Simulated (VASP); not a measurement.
# HfH2: single point with r2SCAN+D3(BJ)

The system is HfH2.

```xyz
3
Lattice="-1.7534 1.7534 2.1985 1.7534 -1.7534 2.1985 1.7534 1.7534 -2.1985" Properties=species:S:1:pos:R:3 pbc="T T T"
Hf    0.0000    0.0000    0.0000
H     0.0000    1.7534    1.0993
H     1.7534    0.0000    1.0993
```

| Item | Value |
| --- | --- |
| Program | VASP 6.6.1 |
| Task | single point |
| Functional | r2SCAN |
| Dispersion | D3(BJ) |
| Potentials or basis | VASP PAW PBE potentials, release 64 (Hf_pv, H) |
| Cutoff | 520 eV |
| k mesh | 12 × 12 × 12 |
| Occupations | gaussian, width 0.05 eV |
| Spin | no spin polarisation |
| Dipole correction | no |
| Further INCAR settings | ALGO = Normal; EDIFF = 1e-07; NBANDS = 13 |

```yaml
Pressure: -9.1 GPa
Band_gap_on_the_k_mesh: zero (bands 6 and 7 overlap by 1.09 eV)
Dispersion_energy_per_atom: -0.104 eV
```

Stress tensor (GPa, compression positive):
```
-9.03  0.00  0.00
 0.00 -9.03  0.00
 0.00  0.00 -9.35
```

Levels at points of the mesh, in eV from the Fermi level:
| k point | band 2 | band 3 | band 4 | band 5 | band 6 | band 7 | band 8 | band 9 | band 10 | band 11 |
| --- | --- | --- | --- | --- | --- | --- | --- | --- | --- | --- |
| (0.00, 0.00, 0.00) | -32.42 | -32.37 | -11.83 | -1.79 | -0.48 | -0.48 | 0.48 | 1.86 | 3.27 | 11.09 |
| (0.50, 0.00, 0.00) | -32.52 | -32.41 | -8.82 | -5.87 | -0.83 | 0.65 | 3.85 | 4.45 | 4.76 | 6.42 |
| (0.50, 0.50, 0.00) | -32.56 | -32.51 | -7.04 | -6.44 | -4.29 | 3.99 | 4.19 | 5.20 | 6.52 | 7.24 |
| (0.50, 0.50, 0.50) | -32.66 | -32.66 | -8.06 | -5.03 | -3.88 | 4.49 | 4.63 | 4.63 | 5.50 | 5.50 |

Wall time 6.9 min on 1 thread of Intel Xeon 8259CL (shared host), peak memory 0.22 GiB.

Caveat: three body term missing; the cell stands under tension; the PAW data sets were made with another functional, which shifts forces and pressure a little; spin-orbit coupling is left out, which moves the levels of the heavy elements.
